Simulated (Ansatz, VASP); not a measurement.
Al: VASP beside Ansatz

File INCAR:

```
SYSTEM = Al
PREC = Accurate
ENCUT = 520
EDIFF = 1E-6
ISMEAR = 0
SIGMA = 0.15
LREAL = .FALSE.
LASPH = .TRUE.
NELM = 60
ALGO = Normal
ISIF = 2
LWAVE = .FALSE.
LCHARG = .FALSE.
GGA = PS
NBANDS = 8
```

The input KPOINTS:

```
Automatic mesh
0
G
  20 20 20
  0 0 0
```

The input POSCAR:

```
Al
1.0
   -1.5912186900      1.5912186900      1.5116577555
    1.5912186900     -1.5912186900      1.5116577555
    1.5912186900      1.5912186900     -1.5116577555
Al
1
Direct
    0.0000000000      0.0000000000      0.0000000000
```

Input for Ansatz:

```yaml
crystal:
  lattice:
    - [-1.59121869, 1.59121869, 1.5116577555]
    - [1.59121869, -1.59121869, 1.5116577555]
    - [1.59121869, 1.59121869, -1.5116577555]
  atoms:
    - { symbol: Al, position: [0.0, 0.0, 0.0] }
basis:
  ecutwfc: 420
kpoints:
  mp_grid: { grid: [20, 20, 20] }
hamiltonian:
  xc: pbesol
scf:
  occupations: { method: gaussian, width: 0.15 }
output:
  forces: true
  stress: true
  eigenvalues: true
```

Change from the starting cell: strain +0.000 along x and y, -0.050 along z, atoms carried along.

Alike in both runs: task single point; functional PBEsol; k mesh 20 × 20 × 20; occupations gaussian, width 0.15 eV; no spin polarisation.

|  | VASP | Ansatz |
| --- | --- | --- |
| version | VASP 6.6.1 | Ansatz 0.2.0 |
| potentials or method | VASP PAW PBE potentials, release 64 (Al), cutoff 520 eV | scalar-relativistic, plane waves, PAW |
| valence electrons in the cell | 3 | 3 |

VASP gave:

- gap on the k mesh at the Fermi level (eV): none
- pressure (GPa): 6.9
- traceless stress, the component that is largest in VASP (GPa): -1.32

Q: Which values does Ansatz return?

A: gap on the k mesh at the Fermi level (eV): none; pressure (GPa): 6.9; traceless stress, the component that is largest in VASP (GPa): -1.31.

VASP's potentials were made for PBE, not for PBEsol. A gap of «none» marks a metal or a gap that the smearing closes.
